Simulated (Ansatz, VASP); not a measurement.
## One calculation of CaSe, two programs

The input INCAR:

```
  ALGO = Normal
  EDIFF = 1E-8
  ENCUT = 520
  ISIF = 2
  ISMEAR = -1
  LASPH = T
  LCHARG = F
  LEFG = T
  LREAL = F
  LWAVE = F
  NBANDS = 15
  NELM = 80
  PREC = Accurate
  SIGMA = 0.03
```

KPOINTS

```
k-points
0
Gamma
  9 9 9
```

POSCAR

```
CaSe
1.0
    0.0000000000      3.0093246679      3.0093246679
    3.0093246679      0.0000000000      3.0093246679
    3.0093246679      3.0093246679      0.0000000000
Ca Se
1 1
Direct
    0.0000000000      0.0000000000      0.0000000000
    0.5000000000      0.5000000000      0.5000000000
```

Input for Ansatz:

```yaml
crystal:
  lattice:
    - [0.0, 3.0093246679, 3.0093246679]
    - [3.0093246679, 0.0, 3.0093246679]
    - [3.0093246679, 3.0093246679, 0.0]
  atoms:
    - { symbol: Ca, position: [0.0, 0.0, 0.0] }
    - { symbol: Se, position: [0.5, 0.5, 0.5] }
kpoints:
  mp_grid: { grid: [9, 9, 9] }
scf:
  occupations: { method: fermi_dirac, width: 0.03 }
hamiltonian:
  xc: lda
  pseudopotentials: { kind: paw }
output:
  forces: true
  stress: true
  eigenvalues: true
  efg: { contact_densities: true }
```

Change from the starting cell: volume scaled by 1.04, PAW files.

Alike in both runs: task electric field gradients; functional LDA; k mesh 9 × 9 × 9; occupations fermi-dirac, width 0.03 eV; no spin polarisation.

|  | VASP | Ansatz |
| --- | --- | --- |
| version | VASP 6.6.1 | Ansatz 0.2.0 |
| potentials or method | VASP PAW LDA potentials, release 64 (Ca_sv, Se) | PAW with Ansatz's default frozen-core files, scalar-relativistic |
| plane-wave cutoff (eV) | 520 | 420 |
| valence electrons in the cell | 16 | 26 |

Ansatz gave:

| Item | Value |
| --- | --- |
| gap on the k mesh at the Fermi level (eV) | 2.03 |
| pressure (GPa) | -5.2 |

Question: What did VASP give for the same quantities?

Answer: gap on the k mesh at the Fermi level (eV): 2.02; pressure (GPa): -5.0.

LDA's correlation is that of Perdew and Zunger in VASP and of Perdew and Wang (1992) in Ansatz. VASP's potentials hold 16 valence electrons a cell and Ansatz's 26, so a difference there can come from the potentials and not from the codes.
